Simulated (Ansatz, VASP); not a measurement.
# ZnS in VASP and in Ansatz

```
Zn S
1.0
     4.03981    0.00000    0.00000
    -2.01990    3.49858    0.00000
     0.00000    0.00000    5.87509
Zn S
2 2
Direct
  0.33333 0.66667 0.00544
  0.66667 0.33333 0.50544
  0.33333 0.66667 0.37956
  0.66667 0.33333 0.87956
```

Alike in both runs: task single point; functional PBEsol; k mesh 9 × 9 × 6; occupations gaussian, width 0.05 eV; no spin polarisation.

|  | VASP | Ansatz |
| --- | --- | --- |
| version | VASP 6.6.1 | Ansatz 0.2.0 |
| potentials or method | VASP PAW PBE potentials, release 64 (Zn, S), cutoff 520 eV | scalar-relativistic, plane waves, PAW |
| valence electrons in the cell | 36 | 36 |

```csv
,VASP,Ansatz,Ansatz less VASP
gap on the k mesh at the Fermi level (eV),1.81,1.81,+0.002
least direct gap on the mesh (eV),1.81,1.81,+0.002
pressure (GPa),-3.0,-3.2,-0.16
"traceless stress, the component that is largest in VASP (GPa)",10.81,10.77,-0.042
rms of the force components (eV/Å),0.548,0.544,-0.0038
```

VASP's potentials were made for PBE, not for PBEsol. Atom by atom the forces differ by 0.004 eV/Å (rms over components). The functional is the same, so the differences come from potentials, cutoffs and numerics.
